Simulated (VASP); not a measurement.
Wanted: the native input for a VASP 6.6.1 run.

| Item | Value |
| --- | --- |
| Task | single point |
| Functional | PBE |
| Potentials or basis | VASP PAW PBE potentials, release 64 (Au) |
| Cutoff | 520 eV |
| k mesh | 20 × 20 × 20 |
| Occupations | gaussian, width 0.15 eV |
| Spin | no spin polarisation |
| Dipole correction | no |
| Further INCAR settings | ALGO = Fast; EDIFF = 1e-06; NBANDS = 12 |

The structure of Au lies in POSCAR:

```
Au
1.0
    0.0000000000      2.0761825000      2.0455000000
    2.0761825000      0.0000000000      2.0455000000
    2.0761825000      2.0761825000      0.0000000000
Au
1
Direct
    0.0000000000      0.0000000000      0.0000000000
```

This cell differs from its parent crystal: strain +0.015 along x and y, +0.000 along z.

One way to write it, as run:

INCAR

```
PREC = Accurate
ENCUT = 520
EDIFF = 1E-6
ISMEAR = 0
SIGMA = 0.15
LREAL = F
LASPH = T
NELM = 60
ALGO = Fast
ISIF = 2
LWAVE = F
LCHARG = F
GGA = PE
NBANDS = 12
```

KPOINTS

```
Automatic mesh
0
Gamma
  20 20 20
```

Potentials or basis: VASP PAW PBE potentials, release 64 (Au).

The run is started by

```console
$ cat potpaw_PBE.64/Au/POTCAR > POTCAR
$ mpirun -np 1 vasp_std > vasp.out
```

Results of the run:

* Pressure: 2.7 GPa
* Band gap on the k mesh: zero (an odd number of electrons rules out a gap without spin polarisation)

Caveat: the cell differs from its parent crystal (strain +0.015 along x and y, +0.000 along z); spin-orbit coupling is left out, which moves the levels of the heavy elements.

Wall time 2.6 min on 1 thread of Intel Xeon 8259CL, with other jobs on the host, peak memory 0.25 GiB.
